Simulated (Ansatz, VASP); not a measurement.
# One calculation of Be4Se, two programs

The input INCAR:

```
PREC = Accurate
ENCUT = 600
EDIFF = 1E-7
ISMEAR = 0
SIGMA = 0.01
LREAL = False
LASPH = True
NELM = 80
ALGO = Normal
ISIF = 3
LWAVE = False
LCHARG = False
GGA = PE
IBRION = 2
NSW = 100
EDIFFG = -0.01
```

Contents of KPOINTS:

```
Automatic mesh
0
Gamma
  8 8 8
```

Contents of POSCAR:

```
Be4Se
1.0
    4.2273144375      0.0000000000      0.0000000000
    0.0000000000      4.2273144375      0.0000000000
    0.0000000000      0.0000000000      5.3616197757
Be Se
4 1
Direct
    0.2525719905      0.0000000000      0.8509774260
    0.7474280095      0.0000000000      0.8509774260
    0.0000000000      0.7474280095      0.1490225740
    0.0000000000      0.2525719905      0.1490225740
    0.0000000000      0.0000000000      0.5000000000
```

Input for Ansatz:

```yaml
crystal:
  lattice:
    - [4.2273144375, 0.0, 0.0]
    - [0.0, 4.2273144375, 0.0]
    - [0.0, 0.0, 5.3616197757]
  atoms:
    - { symbol: Be, position: [0.2525719905, 0.0, 0.850977426] }
    - { symbol: Be, position: [0.7474280095, 0.0, 0.850977426] }
    - { symbol: Be, position: [0.0, 0.7474280095, 0.149022574] }
    - { symbol: Be, position: [0.0, 0.2525719905, 0.149022574] }
    - { symbol: Se, position: [0.0, 0.0, 0.5] }
basis:
  ecutwfc: 420
kpoints:
  mp_grid: { grid: [8, 8, 8] }
hamiltonian:
  xc: pbe
scf:
  occupations: { method: gaussian, width: 0.01 }
output:
  forces: true
  stress: true
  eigenvalues: true
  write_density: true
  write_potential: true
  elf: true
  volumetric_format: npy
relax:
  adjacent_minimum: "off"
  f_tol: 0.01
  max_steps: 80
  cell: { stress_tol: 0.05 }
```

Alike in both runs: task relaxation of cell and atoms; functional PBE; k mesh 8 × 8 × 8; occupations gaussian, width 0.01 eV; no spin polarisation.

|  | VASP | Ansatz |
| --- | --- | --- |
| version | VASP 6.6.1 | Ansatz 0.2.0 |
| potentials or method | VASP PAW PBE potentials, release 64 (Be, Se), cutoff 600 eV | scalar-relativistic, plane waves, PAW |
| valence electrons in the cell | 14 | 24 |

Ansatz gave:

* gap on the k mesh at the Fermi level, each at its own relaxed structure (eV): 0.25
* relaxed volume (Å³/atom): 19.19
* relaxed cell length with the largest relative difference (Å): 5.351

Question: Which values does VASP return?

Answer: gap on the k mesh at the Fermi level, each at its own relaxed structure (eV): 0.26; relaxed volume (Å³/atom): 19.24; relaxed cell length with the largest relative difference (Å): 5.356.

VASP's potentials hold 14 valence electrons a cell and Ansatz's 24, so a difference there can come from the potentials and not from the codes.
